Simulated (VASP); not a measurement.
Wanted: the native input for a VASP 6.6.1 run.

```
Task                   : single point
Functional             : PBE
Potentials or basis    : VASP PAW PBE potentials, release 64 (Mn_pv, O)
Cutoff                 : 520 eV
k mesh                 : 10 × 10 × 10
Occupations            : fermi-dirac, width 0.05 eV
Spin                   : collinear spin, ferromagnetic start
Starting moments       : [5.0, 0.0] μB
Dipole correction      : no
Further INCAR settings : ALGO = Normal; EDIFF = 1e-06; NBANDS = 20
```

The structure of MnO lies in POSCAR:

```
MnO
1.0
    2.7075557015      0.0000000000      0.0000000000
    0.0000000000      2.7075557015      0.0000000000
    0.0000000000      0.0000000000      2.7075557015
Mn O
1 1
Direct
    0.0000000000      0.0000000000      0.0000000000
    0.5000000000      0.5000000000      0.5000000000
```

One way to write it, as run:

INCAR

```
SYSTEM = MnO
PREC     = Accurate       ! precision mode
ENCUT    = 520            ! plane-wave cutoff, eV
EDIFF    = 1E-6           ! SCF threshold, eV
ISMEAR   = -1             ! smearing method
SIGMA    = 0.05           ! smearing width, eV
LREAL    = .False.        ! projectors in reciprocal space
LASPH    = .True.         ! aspherical terms in the spheres
NELM     = 150            ! most SCF steps
ALGO     = Normal         ! electronic algorithm
ISIF     = 2              ! what is computed and relaxed
LWAVE    = .False.        ! write WAVECAR
LCHARG   = .False.        ! write CHGCAR
ISPIN    = 2              ! spin polarisation
MAGMOM   = 5 0            ! initial moments
LORBIT   = 11             ! projections on sites
LMAXMIX  = 4              ! l up to which the mixer works
GGA      = PE             ! functional
NBANDS   = 20             ! bands
```

KPOINTS

```
Automatic mesh
0
Gamma
  10 10 10
  0 0 0
```

Potentials or basis: VASP PAW PBE potentials, release 64 (Mn_pv, O).

Command:

```sh
$ cat potpaw_PBE.64/Mn_pv/POTCAR potpaw_PBE.64/O/POTCAR > POTCAR
$ mpirun -np 1 vasp_std > vasp.out
```

It gave:

```json
{"Pressure": "5.6 GPa", "Net moment": "4.61 μB per cell", "Site moments": "Mn +4.20; O +0.19 μB", "Valence electrons inside the program's atomic spheres": "Mn 11.39; O 4.95"}
```

Caveat: the cell stands under pressure; a cell with one magnetic atom can't hold antiferromagnetic order, which such compounds often take.

Run time: 25 s on 1 thread of Intel(R) Xeon(R) Platinum 8375C CPU @ 2.90GHz (Ice Lake) (shared host), peak memory 0.15 GiB.
